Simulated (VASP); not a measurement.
Write the native input for VASP 6.6.1 that does the following.

- Task: single point
- Functional: PBE
- Potentials or basis: VASP PAW PBE potentials, release 64 (Zn, P, Si)
- Cutoff: 500 eV
- k mesh: 6 × 6 × 6
- Occupations: gaussian, width 0.01 eV
- Spin: no spin polarisation
- Dipole correction: no
- Further INCAR settings: ALGO = Normal; EDIFF = 1e-06; NBANDS = 36

The structure of ZnSiP2 lies in POSCAR:

```
ZnSiP2
1.0
   -2.7623861832      2.7623861832      5.3730439901
    2.7623861832     -2.7623861832      5.3730439901
    2.7623861832      2.7623861832     -5.3730439901
Zn P Si
2 4 2
Direct
    0.0000000000      0.0000000000      0.0000000000
    0.7500000000      0.2500000000      0.5000000000
    0.3750000000      0.3923061802      0.5173061802
    0.1423061802      0.6250000000      0.0173061802
    0.8750000000      0.8576938198      0.4826938198
    0.6076938198      0.1250000000     -0.0173061802
    0.5000000000      0.5000000000      0.0000000000
    0.2500000000      0.7500000000      0.5000000000
```

These files were run (other wordings do the same):

INCAR

```
SYSTEM = ZnSiP2
  ALGO = Normal
  EDIFF = 1E-6
  ENCUT = 500
  GGA = PE
  GGA_COMPAT = .False.
  ISIF = 2
  ISMEAR = 0
  LASPH = .True.
  LCHARG = .False.
  LREAL = .False.
  LWAVE = .False.
  NBANDS = 36
  NELM = 120
  PREC = Accurate
  SIGMA = 0.01
```

KPOINTS

```
k-points
0
Gamma
  6 6 6
  0 0 0
```

Potentials or basis: VASP PAW PBE potentials, release 64 (Zn, P, Si).

Run with:

```bash
$ cat potpaw_PBE.64/Zn/POTCAR potpaw_PBE.64/P/POTCAR potpaw_PBE.64/Si/POTCAR > POTCAR
$ mpirun -np 1 vasp_std > vasp.out
```

It gave:

- Pressure: -4.4 GPa
- Largest force: 0.136 eV/Å
- Band gap on the k mesh: 1.47 eV

Caveat: the cell stands under tension.

Run time: 2.7 min on 1 thread of Intel(R) Xeon(R) Platinum 8488C (Sapphire Rapids), with other jobs on the host, peak memory 0.4 GiB.
